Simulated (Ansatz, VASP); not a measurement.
# CoO in VASP and in Ansatz

The input INCAR:

```
PREC = Accurate
ENCUT = 520
EDIFF = 1E-7
ISMEAR = -1
SIGMA = 0.05
LREAL = F
LASPH = T
NELM = 150
ALGO = Normal
ISIF = 2
LWAVE = F
LCHARG = T
ISPIN = 2
MAGMOM = 1.71 0
LORBIT = 11
LMAXMIX = 4
GGA = PE
LELF = T
LVHAR = T
NBANDS = 18
```

KPOINTS

```
Automatic mesh
0
Gamma
  11 11 10
```

Contents of POSCAR:

```
CoO
1.0
    2.8562992300      0.0000000000      0.0000000000
   -1.4281496100      2.4736276900      0.0000000000
    0.0000000000      0.0000000000      2.7876065300
Co O
1 1
Direct
    0.0000000000      0.0000000000      0.0000000000
    0.6666666667      0.3333333333      0.5000000000
```

input.yaml

```yaml
crystal:
  lattice:
    - [2.85629923, 0.0, 0.0]
    - [-1.42814961, 2.47362769, 0.0]
    - [0.0, 0.0, 2.78760653]
  atoms:
    - { symbol: Co, position: [0.0, 0.0, 0.0], spin: 1.71 }
    - { symbol: O, position: [0.6666666667, 0.3333333333, 0.5] }
hamiltonian:
  xc: pbe
  pseudopotentials: { kind: paw }
magnetization:
  spin_polarized: true
kpoints:
  mp_grid: { grid: [11, 11, 10] }
scf:
  occupations: { method: fermi_dirac, width: 0.05 }
output:
  forces: true
  stress: true
  eigenvalues: true
```

Alike in both runs: task single point; functional PBE; k mesh 11 × 11 × 10; occupations fermi-dirac, width 0.05 eV; collinear spin.

|  | VASP | Ansatz |
| --- | --- | --- |
| version | VASP 6.6.1 | Ansatz 0.2.0 |
| potentials or method | VASP PAW PBE potentials, release 64 (Co, O) | Ansatz PAW |
| plane-wave cutoff (eV) | 520 | 420 |
| valence electrons in the cell | 15 | 23 |

```tsv
	VASP	Ansatz	Ansatz less VASP
gap on the k mesh at the Fermi level (eV)	none	none	-
pressure (GPa)	-8.0	-7.8	+0.25
traceless stress, the component that is largest in VASP (GPa)	-3.26	-2.91	+0.342
net moment per atom (μB)	1.50	1.50	0.000
size of the moment on the site where the two differ most (μB)	2.56	2.52	-0.039
```

Site moments also hang on the region over which each program counts them. A gap of «none» marks a metal or a gap that the smearing closes. VASP's potentials hold 15 valence electrons a cell and Ansatz's 23, so a difference there can come from the potentials and not from the codes.
